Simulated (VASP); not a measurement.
# Si (a cell with a defect) in VASP: single point with PBE

Aim: the single point of Si (a cell with a defect) with PBE.

Program: VASP 6.6.1. These are calculated values, not measurements. Logs are shortened: lines on timing, memory, paths and dates and some standing lists are left out, and cuts for length are marked.

**1. The cell of the first run**

The cell holds a defect, 15 atoms: a = 7.736 Å, b = 7.736 Å, c = 7.736 Å, α = 60.00°, β = 60.00°, γ = 60.00°.

**2. Single point, PBE**

Contents of INCAR:

```
ALGO     = Normal         # electronic algorithm
EDIFF    = 1E-7           # SCF threshold, eV
ENCUT    = 520            # plane-wave cutoff, eV
GGA      = PE             # functional
ISIF     = 2              # what is computed and relaxed
ISMEAR   = 0              # smearing method
LASPH    = True           # aspherical terms in the spheres
LCHARG   = True           # write CHGCAR
LELF     = True           # ELF
LREAL    = Auto         
LVHAR    = True         
LWAVE    = False          # write WAVECAR
NBANDS   = 43             # bands
NELECT   = 62.0         
NELM     = 60             # most SCF steps
PREC     = Accurate       # precision mode
SIGMA    = 0.02           # smearing width, eV
```

Contents of KPOINTS:

```
k-points
0
Gamma
  2 2 2
```

Contents of POSCAR:

```
Si
1.0
    0.0000000000      5.4700937627     -5.4700937627
    5.4700937627      5.4700937627      0.0000000000
    5.4700937627      0.0000000000     -5.4700937627
Si
15
Direct
    0.1874999853      0.1874999853      0.1874999853
    0.1299963092      0.6082243092      0.1299963092
    0.6082244920      0.1299963092      0.1299963092
    0.6223875033      0.6223875033      0.1291498886
    0.1299967662      0.1299967662      0.6082233037
    0.1291507112      0.6223870463      0.6223874119
    0.6223870463      0.1291505284      0.6223874119
    0.6249397448      0.6249397448      0.6249402932
    0.2450036614      0.7667757048      0.2450036614
    0.7526125106      0.7526125106      0.2458500820
    0.7667754305      0.2450037528      0.2450037528
    0.2458492593      0.7526129676      0.7526126020
    0.2450032044      0.2450032044      0.7667767102
    0.7500602692      0.7500602692      0.7500597207
    0.7526130590      0.2458493507      0.7526125106
```

Potentials or basis: VASP PAW PBE potentials, release 64 (Si).

Run with:

```console
cat potpaw_PBE.64/Si/POTCAR > POTCAR
mpirun -np 1 vasp_std > vasp.out
```

OUTCAR:

```text
EDIFF = 1E-7
   ENCUT = 520
   GGA = PE
   ISIF = 2
   ISMEAR = 0
   LASPH = True
   LREAL = Auto
   NELECT = 62.0
   NELM = 60
   PREC = Accurate

 ion  position               nearest neighbor table
   1  0.187  0.187  0.187-  13 2.88   5 2.88   9 2.88   2 2.88  11 2.88   3 2.88
   2  0.130  0.608  0.130-  12 2.39  10 2.39   9 2.46   1 2.88
   3  0.608  0.130  0.130-  10 2.39  15 2.39  11 2.46   1 2.88
   4  0.622  0.622  0.129-  10 2.38  11 2.39   9 2.39  14 2.39
   5  0.130  0.130  0.608-  15 2.39  12 2.39  13 2.46   1 2.88
   6  0.129  0.622  0.622-  12 2.38   9 2.39  13 2.39  14 2.39
   7  0.622  0.129  0.622-  15 2.38  11 2.39  13 2.39  14 2.39
   8  0.625  0.625  0.625-  14 2.37  10 2.39  15 2.39  12 2.39
   9  0.245  0.767  0.245-   6 2.39   4 2.39   2 2.46   1 2.88
  10  0.753  0.753  0.246-   4 2.38   3 2.39   2 2.39   8 2.39
  11  0.767  0.245  0.245-   7 2.39   4 2.39   3 2.46   1 2.88
  12  0.246  0.753  0.753-   6 2.38   2 2.39   5 2.39   8 2.39
  13  0.245  0.245  0.767-   7 2.39   6 2.39   5 2.46   1 2.88
  14  0.750  0.750  0.750-   8 2.37   4 2.39   7 2.39   6 2.39
  15  0.753  0.246  0.753-   7 2.38   5 2.39   3 2.39   8 2.39

  LATTYP: Found a face centered cubic cell.
 ALAT       =    10.9401875254

  Lattice vectors:

 A1 = (   0.0000000000,   5.4700937627,  -5.4700937627)
 A2 = (   5.4700937627,   5.4700937627,   0.0000000000)
 A3 = (   5.4700937627,   0.0000000000,  -5.4700937627)

Analysis of symmetry for initial positions (statically):
[... 5 lines left out ...]
 face centered cubic supercell.

 Subroutine GETGRP returns: Found 12 space group operations
 (whereof  6 operations were pure point group operations)
 out of a pool of 48 trial point group operations.

The static configuration has the point symmetry C_3v.
 The point group associated with its full space group is D_3d.

Analysis of symmetry for dynamics (positions and initial velocities):
[... 5 lines left out ...]
 face centered cubic supercell.

 Subroutine GETGRP returns: Found 12 space group operations
 (whereof  6 operations were pure point group operations)
 out of a pool of 48 trial point group operations.

The dynamic configuration has the point symmetry C_3v.
 The point group associated with its full space group is D_3d.

 Subroutine INISYM returns: Found 12 space group operations
 (whereof  6 operations are pure point group operations),
 and found     1 'primitive' translations

----------------------------------------------------------------------------------------

                                     Primitive cell

  volume of cell :     327.3515

  direct lattice vectors                    reciprocal lattice vectors
     0.000000000  5.470093763 -5.470093763    -0.091406111  0.091406111 -0.091406111
     5.470093763  5.470093763  0.000000000     0.091406111  0.091406111  0.091406111
     5.470093763  0.000000000 -5.470093763     0.091406111 -0.091406111 -0.091406111

  length of vectors
     7.735880787  7.735880787  7.735880787     0.158320029  0.158320029  0.158320029

  position of ions in fractional coordinates (direct lattice)
     0.187499985  0.187499985  0.187499985
     0.129996309  0.608224309  0.129996309
     0.608224492  0.129996309  0.129996309
     0.622387503  0.622387503  0.129149889
     0.129996766  0.129996766  0.608223304
     0.129150711  0.622387046  0.622387412
     0.622387046  0.129150528  0.622387412
     0.624939745  0.624939745  0.624940293
     0.245003661  0.766775705  0.245003661
     0.752612511  0.752612511  0.245850082
     0.766775430  0.245003753  0.245003753
     0.245849259  0.752612968  0.752612602
     0.245003204  0.245003204  0.766776710
     0.750060269  0.750060269  0.750059721
     0.752613059  0.245849351  0.752612511

  ion indices of the primitive-cell ions
   primitive index   ion index
                 1           1
                 2           2
                 3           3
                 4           4
                 5           5
                 6           6
                 7           7
                 8           8
                 9           9
                10          10
                11          11
                12          12
                13          13
                14          14
                15          15

----------------------------------------------------------------------------------------

 KPOINTS: k-points

Automatic generation of k-mesh.
 Grid dimensions read from file:
 generate k-points for:    2    2    2

 Generating k-lattice:

  Cartesian coordinates                     Fractional coordinates (reciprocal lattice)
    -0.045703056  0.045703056 -0.045703056     0.500000000  0.000000000  0.000000000
     0.045703056  0.045703056  0.045703056     0.000000000  0.500000000  0.000000000
     0.045703056 -0.045703056 -0.045703056     0.000000000  0.000000000  0.500000000

  Length of vectors
     0.079160015  0.079160015  0.079160015

  Shift w.r.t. Gamma in fractional coordinates (k-lattice)
     0.000000000  0.000000000  0.000000000

 Subroutine IBZKPT returns following result:
 ===========================================

 Found      4 irreducible k-points:

 Following reciprocal coordinates:
            Coordinates               Weight
  0.000000  0.000000  0.000000      1.000000
  0.500000  0.000000  0.000000      3.000000
  0.500000  0.500000  0.500000      1.000000
  0.500000  0.500000  0.000000      3.000000
   k-points           NKPTS =      4   k-points in BZ     NKDIM =      4   number of bands    NBANDS=     43
   number of dos      NEDOS =    301   number of ions     NIONS =     15
   total plane-waves  NPLWV = 216000
   dimension x,y,z NGX =    60 NGY =   60 NGZ =   60
   dimension x,y,z NGXF=   120 NGYF=  120 NGZF=  120
   ions per type =              15
   NGX,Y,Z   is equivalent  to a cutoff of  12.89, 12.89, 12.89 a.u.
   NGXF,Y,Z  is equivalent  to a cutoff of  25.79, 25.79, 25.79 a.u.
 SYSTEM =  unknown system
   PREC   = accura    normal or accurate (medium, high low for compatibility)
   ISTART =      0    job   : 0-new  1-cont  2-samecut
   ICHARG =      2    charge: 1-file 2-atom 10-const
   ISPIN  =      1    spin polarized calculation?
   LNONCOLLINEAR =      F non collinear calculations
   LSORBIT =      F    spin-orbit coupling
   LASPH  =      T    aspherical Exc in radial PAW
   ENCUT  =  520.0 eV  38.22 Ry    6.18 a.u.  14.38 14.38 14.38*2*pi/ulx,y,z
   NELM   =     60;   NELMIN=  2; NELMDL= -5     # of ELM steps
   EDIFF  = 0.1E-06   stopping-criterion for ELM
   LREAL  =      T    real-space projection
   EDIFFG = 0.1E-05   stopping-criterion for IOM
   NSW    =      0    number of steps for IOM
   IBRION =     -1    ionic relax: 0-MD 1-quasi-New 2-CG
   NFREE  =      0    steps in history (QN), initial steepest desc. (CG)
   ISIF   =      2    stress and relaxation
   ISYM   =      2    0-nonsym 1-usesym 2-fastsym
   POTIM  = 0.5000    time-step for ionic-motion
   TEBEG  =    0.0;   TEEND  =   0.0 temperature during run
   PSTRESS=    0.0 pullay stress
   NELECT =      62.0000    total number of electrons
   NUPDOWN=      -1.0000    fix difference up-down
   EMIN   =  10.00;   EMAX   =-10.00  energy-range for DOS
   EFERMI =   0.00;   METHOD = LEGACY
   ISMEAR =     0;   SIGMA  =   0.02  broadening in eV -4-tet -1-fermi 0-gaus
   EFERMI_NEDOS =   21; number of points for ismear=-14 and -15
   IALGO  =     38    algorithm
   IMIX   =      4    mixing-type and parameters
     AMIX     =   0.40;   BMIX     =  1.00
     AMIX_MAG =   1.60;   BMIX_MAG =  1.00
  volume/ion in A,a.u.               =      21.82       147.27
  Fermi-wavevector in a.u.,A,eV,Ry     =   0.940158  1.776640 12.026137  0.883896
  Thomas-Fermi vector in A             =   2.067541
   LORBIT       =      0    0 simple, 1 ext, 2 COOP (PROOUT), +10 PAW based schemes
   GGA     = PE    functional components
   LHFCALC =     F    Hartree Fock is set to
   AEXX    =    0.0000 exact exchange contribution
   IVDW    =     0    specifies the selected vdW correction
   LEPSILON=     F    determine dielectric tensor
   LRPA    =     F    only Hartree local field effects (RPA)
 non-spin polarized calculation
 Gauss-broadening in eV      SIGMA  =   0.02
  energy-cutoff  :      520.00
  volume of cell :      327.35
 maximum number of plane-waves:      8824
 NGX is ok and might be reduce to    60
   NGX = 29   NGY = 29   NGZ = 29

 number of electron      62.0000000 magnetization

 Free energy of the ion-electron system (eV)
  ---------------------------------------------------
  ext. energy  EPLUGINS =         0.00000000
  ---------------------------------------------------
  free energy    TOTEN  =       -65.72813987 eV

  energy without entropy =      -65.72263300  energy(sigma->0) =      -65.72538644

 E-fermi :   5.7782     XC(G=0):  -9.2690

 val. band max:        5.7750329549   @ k =   0.5000   0.5000   0.0000
 cond. band min:       5.7951165959   @ k =   0.0000   0.0000   0.0000
 fundamental gap:      0.0200836410
 Fermi energy:         5.7782242533

 k-point     1 :       0.0000    0.0000    0.0000
  band No.  band energies     occupation
      1      -6.4981      2.00000
      2      -4.3259      2.00000
      3      -4.3259      2.00000
      4      -4.1736      2.00000
      5      -3.7849      2.00000
      6      -2.5710      2.00000
[... 35 lines left out ...]
     42       7.7270      0.00000
     43       7.7336      0.00000

 k-point     2 :       0.5000    0.0000    0.0000
  band No.  band energies     occupation
      1      -5.9219      2.00000
      2      -5.4837      2.00000
      3      -4.0676      2.00000
      4      -4.0438      2.00000
      5      -4.0156      2.00000
      6      -3.7632      2.00000
[... 35 lines left out ...]
     42       8.7008      0.00000
     43       8.7026      0.00000

 k-point     3 :       0.5000    0.5000    0.5000
  band No.  band energies     occupation
      1      -5.7810      2.00000
      2      -5.6419      2.00000
      3      -4.0872      2.00000
      4      -4.0872      2.00000
      5      -3.7796      2.00000
      6      -3.7478      2.00000
[... 35 lines left out ...]
     42       8.7842      0.00000
     43       9.1279      0.00000

 k-point     4 :       0.5000    0.5000    0.0000
  band No.  band energies     occupation
      1      -5.5174      2.00000
      2      -5.4904      2.00000
      3      -4.6004      2.00000
      4      -4.5984      2.00000
      5      -4.2817      2.00000
      6      -3.9146      2.00000
[... 35 lines left out ...]
     42       9.3236      0.00000
     43       9.5135      0.00000

------------------------ aborting loop because EDIFF is reached ----------------------------------------

  FORCE on cell =-STRESS in cart. coord.  units (eV):
  Direction    XX          YY          ZZ          XY          YZ          ZX
  --------------------------------------------------------------------------------------
  -------------------------------------------------------------------------------------
  Total        9.2255903      9.2255903      9.2255903     -3.5008259      3.5008259      3.5008259
  in kB       45.1533980     45.1533980     45.1533980    -17.1343167     17.1343167     17.1343167
  external PRESSURE =      45.1533980 kB  Pullay stress =       0.0000000 kB

 VOLUME and BASIS-vectors are now :
 -----------------------------------------------------------------------------
  energy-cutoff  :      520.00
  volume of cell :      327.35
      direct lattice vectors                 reciprocal lattice vectors
     0.000000000  5.470093763 -5.470093763    -0.091406111  0.091406111 -0.091406111
     5.470093763  5.470093763  0.000000000     0.091406111  0.091406111  0.091406111
     5.470093763  0.000000000 -5.470093763     0.091406111 -0.091406111 -0.091406111

 POSITION                                       TOTAL-FORCE (eV/Angst)
 -----------------------------------------------------------------------------------
      2.05129      2.05129     -2.05129         0.000000     -0.000000     -0.000000
      4.03814      4.03814     -1.42218        -0.004790     -0.004790      0.026720
      1.42218      4.03814     -4.03814        -0.026720     -0.004790      0.004790
      4.11098      6.80904     -4.11098        -0.004178      0.006990      0.004178
      4.03813      1.42219     -4.03813        -0.004790     -0.026720      0.004790
      6.80903      4.11098     -4.11098         0.006990     -0.004178      0.004178
      4.11098      4.11098     -6.80903        -0.004178     -0.004178     -0.006990
      6.83696      6.83696     -6.83696        -0.014705     -0.014705      0.014705
      5.53453      5.53453     -2.68039         0.004790      0.004790     -0.026720
      5.46168      8.23372     -5.46168         0.004178     -0.006990     -0.004178
      2.68039      5.53453     -5.53453         0.026720      0.004790     -0.004790
      8.23372      5.46168     -5.46168        -0.006990      0.004178     -0.004178
      5.53453      2.68038     -5.53453         0.004790      0.026720     -0.004790
      8.20580      8.20580     -8.20580         0.014705      0.014705     -0.014705
      5.46168      5.46168     -8.23372         0.004178      0.004178      0.006990
 -----------------------------------------------------------------------------------
    total drift:                               -0.000109     -0.000091      0.000091

  FREE ENERGIE OF THE ION-ELECTRON SYSTEM (eV)
  ---------------------------------------------------
  free  energy   TOTEN  =       -65.7281398748 eV

  energy  without entropy=      -65.7226330025  energy(sigma->0) =      -65.72538644
```

Wall time 1.8 min (1 thread of Intel Xeon Platinum 8259CL at 2.50GHz (Skylake/Cascade Lake), shared host); peak memory 0.44 GiB.

What came out:

| Quantity | Value |
| --- | --- |
| Free energy | -65.7281 eV |
| Largest force | 0.028 eV/Å |

Forces on the atoms (eV/Å):
```
Si   0.000  0.000  0.000
Si  -0.005 -0.005  0.027
Si  -0.027 -0.005  0.005
Si  -0.004  0.007  0.004
Si  -0.005 -0.027  0.005
Si   0.007 -0.004  0.004
Si  -0.004 -0.004 -0.007
Si  -0.015 -0.015  0.015
Si   0.005  0.005 -0.027
Si   0.004 -0.007 -0.004
Si   0.027  0.005 -0.005
Si  -0.007  0.004 -0.004
Si   0.005  0.027 -0.005
Si   0.015  0.015 -0.015
Si   0.004  0.004  0.007
```

Caveat: the k points lie up to 0.50 Å⁻¹ apart; the cell carries a net charge on a neutralising background, which shifts energy and pressure; the cell is charged against a uniform background, so pressure and absolute levels hang on convention.
